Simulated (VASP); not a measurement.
# Si3Sn2 (P6_3/mmc) in VASP: relaxation of cell and atoms with PBE

Aim: the relaxation of cell and atoms of Si3Sn2 with PBE.

Everything below comes from runs of VASP 6.6.1. Logs are shortened: lines on timing, memory, paths and dates and some standing lists are left out, and cuts for length are marked.

### 1 The cell of the first run

The structure is hexagonal, space group P6_3/mmc (No. 194). The conventional cell has a = 3.541 Å, b = 3.541 Å, c = 19.822 Å, α = 90.00°, β = 90.00°, γ = 120.00°. Within 3.3 Å of Si (site symmetry -6m2) lie 6 Si at 2.47 Å. Si (site symmetry 3m) has 4 Si at 2.47 to 2.77 Å and 3 Sn at 3.02 Å within 3.3 Å. Within 4.0 Å of Sn (site symmetry 3m) lie 4 Si at 3.02 to 3.61 Å and 9 Sn at 3.38 to 3.54 Å.

### 2 Relaxation of cell and atoms, PBE

INCAR

```
  PREC = Accurate
  ENCUT = 600
  EDIFF = 1E-6
  ISMEAR = 0
  SIGMA = 0.1
  LREAL = False
  LASPH = True
  NELM = 60
  ALGO = Fast
  ISIF = 3
  LWAVE = False
  LCHARG = False
  GGA = PE
  IBRION = 2
  NSW = 100
  EDIFFG = -0.01
```

KPOINTS

```
Automatic mesh
0
Gamma
  12 12 2
```

POSCAR

```
Si3Sn2
1.0
    3.5405039891      0.0000000000      0.0000000000
   -1.7702519946      3.0661663968      0.0000000000
    0.0000000000      0.0000000000     19.8223702560
Si Sn
6 4
Direct
    0.6666666667      0.3333333333      0.7500000000
    0.6666666667      0.3333333333      0.1801332203
    0.6666666667      0.3333333333      0.3198667797
    0.3333333333      0.6666666667      0.6801332203
    0.3333333333      0.6666666667      0.8198667797
    0.3333333333      0.6666666667      0.2500000000
    0.6666666667      0.3333333333      0.9322278599
    0.6666666667      0.3333333333      0.5677721401
    0.3333333333      0.6666666667      0.0677721401
    0.3333333333      0.6666666667      0.4322278599
```

Potentials or basis: VASP PAW PBE potentials, release 64 (Si, Sn_d).

Started as:

```console
$ cat potpaw_PBE.64/Si/POTCAR potpaw_PBE.64/Sn_d/POTCAR > POTCAR
$ mpirun -np 1 vasp_std > vasp.out
```

OUTCAR:

```text
PREC = Accurate
   ENCUT = 600
   EDIFF = 1E-6
   ISMEAR = 0
   LREAL = False
   LASPH = True
   NELM = 60
   ISIF = 3
   GGA = PE
   IBRION = 2
   NSW = 100
   EDIFFG = -0.01

 ion  position               nearest neighbor table
   1  0.667  0.333  0.750-   4 2.47   5 2.47   4 2.47   5 2.47   4 2.47   5 2.47
   2  0.667  0.333  0.180-   6 2.47   6 2.47   6 2.47   3 2.77   9 3.02   9 3.02   9 3.02
   3  0.667  0.333  0.320-   6 2.47   6 2.47   6 2.47   2 2.77  10 3.02  10 3.02  10 3.02
   4  0.333  0.667  0.680-   1 2.47   1 2.47   1 2.47   5 2.77   8 3.02   8 3.02   8 3.02
   5  0.333  0.667  0.820-   1 2.47   1 2.47   1 2.47   4 2.77   7 3.02   7 3.02   7 3.02
   6  0.333  0.667  0.250-   2 2.47   3 2.47   2 2.47   3 2.47   2 2.47   3 2.47
   7  0.667  0.333  0.932-   5 3.02   5 3.02   5 3.02   9 3.38   9 3.38   9 3.38
   8  0.667  0.333  0.568-   4 3.02   4 3.02   4 3.02  10 3.38  10 3.38  10 3.38
   9  0.333  0.667  0.068-   2 3.02   2 3.02   2 3.02   7 3.38   7 3.38   7 3.38
  10  0.333  0.667  0.432-   3 3.02   3 3.02   3 3.02   8 3.38   8 3.38   8 3.38

  LATTYP: Found a hexagonal cell.
 ALAT       =     3.5405039891
 C/A-ratio  =     5.5987425285

  Lattice vectors:

 A1 = (   3.5405039891,   0.0000000000,   0.0000000000)
 A2 = (  -1.7702519946,   3.0661663968,   0.0000000000)
 A3 = (   0.0000000000,   0.0000000000,  19.8223702560)

Analysis of symmetry for initial positions (statically):
=====================================================================
 Subroutine PRICEL returns:
 Original cell was already a primitive cell.

 Routine SETGRP: Setting up the symmetry group for a
 hexagonal supercell.

 Subroutine GETGRP returns: Found 24 space group operations
 (whereof 12 operations were pure point group operations)
 out of a pool of 24 trial point group operations.

The static configuration has the point symmetry D_3d.
 The point group associated with its full space group is D_6h.

Analysis of symmetry for dynamics (positions and initial velocities):
=====================================================================
 Subroutine PRICEL returns:
 Original cell was already a primitive cell.

 Routine SETGRP: Setting up the symmetry group for a
 hexagonal supercell.

 Subroutine GETGRP returns: Found 24 space group operations
 (whereof 12 operations were pure point group operations)
 out of a pool of 24 trial point group operations.

The dynamic configuration has the point symmetry D_3d.
 The point group associated with its full space group is D_6h.

 Subroutine INISYM returns: Found 24 space group operations
 (whereof 12 operations are pure point group operations),
 and found     1 'primitive' translations

----------------------------------------------------------------------------------------

                                     Primitive cell

  volume of cell :     215.1872

  direct lattice vectors                    reciprocal lattice vectors
     3.540503989  0.000000000  0.000000000     0.282445664  0.163070080  0.000000000
    -1.770251995  3.066166397  0.000000000     0.000000000  0.326140160  0.000000000
     0.000000000  0.000000000 19.822370256     0.000000000  0.000000000  0.050448054

  length of vectors
     3.540503989  3.540503989 19.822370256     0.326140160  0.326140160  0.050448054

  position of ions in fractional coordinates (direct lattice)
     0.666666667  0.333333333  0.750000000
     0.666666667  0.333333333  0.180133220
     0.666666667  0.333333333  0.319866780
     0.333333333  0.666666667  0.680133220
     0.333333333  0.666666667  0.819866780
     0.333333333  0.666666667  0.250000000
     0.666666667  0.333333333  0.932227860
     0.666666667  0.333333333  0.567772140
     0.333333333  0.666666667  0.067772140
     0.333333333  0.666666667  0.432227860

  ion indices of the primitive-cell ions
   primitive index   ion index
                 1           1
                 2           2
                 3           3
                 4           4
                 5           5
                 6           6
                 7           7
                 8           8
                 9           9
                10          10

----------------------------------------------------------------------------------------

 KPOINTS: Automatic mesh

Automatic generation of k-mesh.
 Grid dimensions read from file:
 generate k-points for:   12   12    2

 Generating k-lattice:

  Cartesian coordinates                     Fractional coordinates (reciprocal lattice)
     0.023537139  0.013589173  0.000000000     0.083333333  0.000000000  0.000000000
     0.000000000  0.027178347  0.000000000     0.000000000  0.083333333  0.000000000
     0.000000000  0.000000000  0.025224027     0.000000000  0.000000000  0.500000000

  Length of vectors
     0.027178347  0.027178347  0.025224027

  Shift w.r.t. Gamma in fractional coordinates (k-lattice)
     0.000000000  0.000000000  0.000000000

 Subroutine IBZKPT returns following result:
 ===========================================

 Found     38 irreducible k-points:

 Following reciprocal coordinates:
            Coordinates               Weight
  0.000000  0.000000  0.000000      1.000000
  0.083333  0.000000  0.000000      6.000000
  0.166667  0.000000  0.000000      6.000000
  0.250000  0.000000  0.000000      6.000000
  0.333333  0.000000  0.000000      6.000000
  0.416667  0.000000  0.000000      6.000000
[... 16 lines left out ...]
  0.250000  0.000000  0.500000      6.000000
  0.333333  0.000000  0.500000      6.000000
 [... further k-points ...]
   k-points           NKPTS =     38   k-points in BZ     NKDIM =     38   number of bands    NBANDS=     48
   number of dos      NEDOS =    301   number of ions     NIONS =     10
   total plane-waves  NPLWV = 125440
   dimension x,y,z NGX =    28 NGY =   28 NGZ =  160
   dimension x,y,z NGXF=    56 NGYF=   56 NGZF=  320
   ions per type =               6   4
   NGX,Y,Z   is equivalent  to a cutoff of  13.15, 13.15, 13.42 a.u.
   NGXF,Y,Z  is equivalent  to a cutoff of  26.30, 26.30, 26.84 a.u.
 SYSTEM =  unknown system
   PREC   = accura    normal or accurate (medium, high low for compatibility)
   ISTART =      0    job   : 0-new  1-cont  2-samecut
   ICHARG =      2    charge: 1-file 2-atom 10-const
   ISPIN  =      1    spin polarized calculation?
   LNONCOLLINEAR =      F non collinear calculations
   LSORBIT =      F    spin-orbit coupling
   LASPH  =      T    aspherical Exc in radial PAW
   ENCUT  =  600.0 eV  44.10 Ry    6.64 a.u.   7.07  7.07 39.59*2*pi/ulx,y,z
   NELM   =     60;   NELMIN=  2; NELMDL= -5     # of ELM steps
   EDIFF  = 0.1E-05   stopping-criterion for ELM
   LREAL  =      F    real-space projection
   EDIFFG = -.1E-01   stopping-criterion for IOM
   NSW    =    100    number of steps for IOM
   IBRION =      2    ionic relax: 0-MD 1-quasi-New 2-CG
   NFREE  =      1    steps in history (QN), initial steepest desc. (CG)
   ISIF   =      3    stress and relaxation
   ISYM   =      2    0-nonsym 1-usesym 2-fastsym
   POTIM  = 0.5000    time-step for ionic-motion
   TEBEG  =    0.0;   TEEND  =   0.0 temperature during run
   PSTRESS=    0.0 pullay stress
   NELECT =      80.0000    total number of electrons
   NUPDOWN=      -1.0000    fix difference up-down
   EMIN   =  10.00;   EMAX   =-10.00  energy-range for DOS
   EFERMI =   0.00;   METHOD = LEGACY
   ISMEAR =     0;   SIGMA  =   0.10  broadening in eV -4-tet -1-fermi 0-gaus
   EFERMI_NEDOS =   21; number of points for ismear=-14 and -15
   IALGO  =     68    algorithm
   IMIX   =      4    mixing-type and parameters
     AMIX     =   0.40;   BMIX     =  1.00
     AMIX_MAG =   1.60;   BMIX_MAG =  1.00
  volume/ion in A,a.u.               =      21.52       145.22
  Fermi-wavevector in a.u.,A,eV,Ry     =   1.177152  2.224496 18.853427  1.385688
  Thomas-Fermi vector in A             =   2.313504
   LORBIT       =      0    0 simple, 1 ext, 2 COOP (PROOUT), +10 PAW based schemes
   GGA     = PE    functional components
   LHFCALC =     F    Hartree Fock is set to
   AEXX    =    0.0000 exact exchange contribution
   IVDW    =     0    specifies the selected vdW correction
   LEPSILON=     F    determine dielectric tensor
   LRPA    =     F    only Hartree local field effects (RPA)
 conjugate gradient relaxation of ions
 non-spin polarized calculation
 RMM-DIIS sequential band-by-band and
 Gauss-broadening in eV      SIGMA  =   0.10
  energy-cutoff  :      600.00
  volume of cell :      215.19
 maximum number of plane-waves:      7222
   NGX = 15   NGY = 15   NGZ = 79

--------------------------------------- Ionic step        1  -------------------------------------------

 number of electron      80.0000011 magnetization

 Free energy of the ion-electron system (eV)
  ---------------------------------------------------
  ext. energy  EPLUGINS =         0.00000000
  ---------------------------------------------------
  free energy    TOTEN  =       -44.75803523 eV

  energy without entropy =      -44.73156318  energy(sigma->0) =      -44.74479921

------------------------ aborting loop because EDIFF is reached ----------------------------------------

  FORCE on cell =-STRESS in cart. coord.  units (eV):
  Direction    XX          YY          ZZ          XY          YZ          ZX
  --------------------------------------------------------------------------------------
  -------------------------------------------------------------------------------------
  Total       -0.0320592     -0.0320592      1.0394781      0.0000000      0.0000000      0.0000000
  in kB       -0.2386966     -0.2386966      7.7394401      0.0000000      0.0000000      0.0000000
  external PRESSURE =       2.4206823 kB  Pullay stress =       0.0000000 kB
[... 113 lines left out ...]
  FREE ENERGIE OF THE ION-ELECTRON SYSTEM (eV)
  ---------------------------------------------------
  free  energy   TOTEN  =       -44.7627561702 eV

  energy  without entropy=      -44.7379987393  energy(sigma->0) =      -44.75037745

[... ionic steps 4 to 8 ...]

--------------------------------------- Ionic step        9  -------------------------------------------

 number of electron      80.0000004 magnetization

------------------------ aborting loop because EDIFF is reached ----------------------------------------
[... 83 lines left out ...]
--------------------------------------- Ionic step       11  -------------------------------------------

 number of electron      80.0000001 magnetization

 Free energy of the ion-electron system (eV)
  ---------------------------------------------------
  ext. energy  EPLUGINS =         0.00000000
  ---------------------------------------------------
  free energy    TOTEN  =       -44.77129724 eV

  energy without entropy =      -44.74661059  energy(sigma->0) =      -44.75895392

 E-fermi :   7.6286     XC(G=0): -10.2169

 val. band max:        7.5775926116   @ k =   0.1667   0.1667   0.5000
 cond. band min:       7.6346282535   @ k =   0.4167   0.0833   0.5000
 fundamental gap:      0.0570356419
 Fermi energy:         7.6286321922

 k-point     1 :       0.0000    0.0000    0.0000
  band No.  band energies     occupation
      1     -13.8871      2.00000
      2     -13.8871      2.00000
      3     -13.8871      2.00000
      4     -13.8871      2.00000
      5     -13.8870      2.00000
      6     -13.8870      2.00000
[... 1213 lines left out ...]
     47      10.3527      0.00000
     48      10.3527      0.00000

 [... further k-points ...]

------------------------ aborting loop because EDIFF is reached ----------------------------------------

  FORCE on cell =-STRESS in cart. coord.  units (eV):
  Direction    XX          YY          ZZ          XY          YZ          ZX
  --------------------------------------------------------------------------------------
  -------------------------------------------------------------------------------------
  Total       -0.0782594     -0.0782594      0.0248438      0.0000000      0.0000000      0.0000000
  in kB       -0.5765923     -0.5765923      0.1830420      0.0000000      0.0000000      0.0000000
  external PRESSURE =      -0.3233809 kB  Pullay stress =       0.0000000 kB
[... 25 lines left out ...]
  FREE ENERGIE OF THE ION-ELECTRON SYSTEM (eV)
  ---------------------------------------------------
  free  energy   TOTEN  =       -44.7712972420 eV

  energy  without entropy=      -44.7466105912  energy(sigma->0) =      -44.75895392

 reached required accuracy - stopping structural energy minimisation
```

Wall time 84 min (1 thread of Oxide Virtual Turin-like, shared host); peak memory 0.58 GiB.

What came out:

| Quantity | Value |
| --- | --- |
| Free energy | -44.7713 eV |
| Relaxed volume | 21.75 Å³/atom |
| Relaxed cell | a = 3.526 Å, b = 3.526 Å, c = 20.192 Å, α = 90.00°, β = 90.00°, γ = 120.00° |
| Space group after relaxing (to 0.1 Å) | P6_3/mmc (No. 194) |
| Energy gained by relaxing | 1.3 meV/atom |
| Ionic steps | 11 |
| Pressure after relaxing | 0.0 GPa |
| Largest force after relaxing | 0.010 eV/Å |
| Band gap on the k mesh | zero (bands 40 and 41 overlap by 4.74 eV) |

Forces on the atoms (eV/Å):
```
Si   0.000  0.000  0.000
Si   0.000  0.000 -0.004
Si   0.000  0.000  0.004
Si   0.000  0.000 -0.004
Si   0.000  0.000  0.004
Si   0.000  0.000  0.000
Sn   0.000  0.000 -0.010
Sn   0.000  0.000  0.010
Sn   0.000  0.000  0.010
Sn   0.000  0.000 -0.010
```

Step by step:
```tsv
step	energy change (eV)	largest force (eV/Å)	pressure (GPa)	volume (Å³)
1	0.0000	0.0887	0.24	215.19
2	-0.0044	0.0672	-0.07	216.20
3	-0.0047	0.1006	-0.20	216.61
4	-0.0080	0.0914	-0.01	216.32
5	-0.0102	0.0701	0.24	215.79
6	-0.0126	0.0343	0.07	216.90
7	-0.0128	0.0311	-0.02	217.56
8	-0.0128	0.0256	-0.01	217.39
9	-0.0131	0.0166	-0.10	217.35
10	-0.0131	0.0108	0.06	217.31
11	-0.0133	0.0099	-0.03	217.46
```

Final structure:
```
Si Sn
1.0
     3.52640    0.00000    0.00000
    -1.76320    3.05395    0.00000
     0.00000    0.00000   20.19220
Si Sn
6 4
Cartesian
  1.7632 1.0180 15.1442
  1.7632 1.0180 3.6637
  1.7632 1.0180 6.4324
  0.0000 2.0360 13.7598
  0.0000 2.0360 16.5285
  0.0000 2.0360 5.0481
  1.7632 1.0180 18.8483
  1.7632 1.0180 11.4400
  0.0000 2.0360 1.3439
  0.0000 2.0360 8.7522
```

Caveat: spin-orbit coupling is left out, which moves the levels of the heavy elements.

The gap in the log of VASP goes by the Fermi energy; the results here count the filled bands.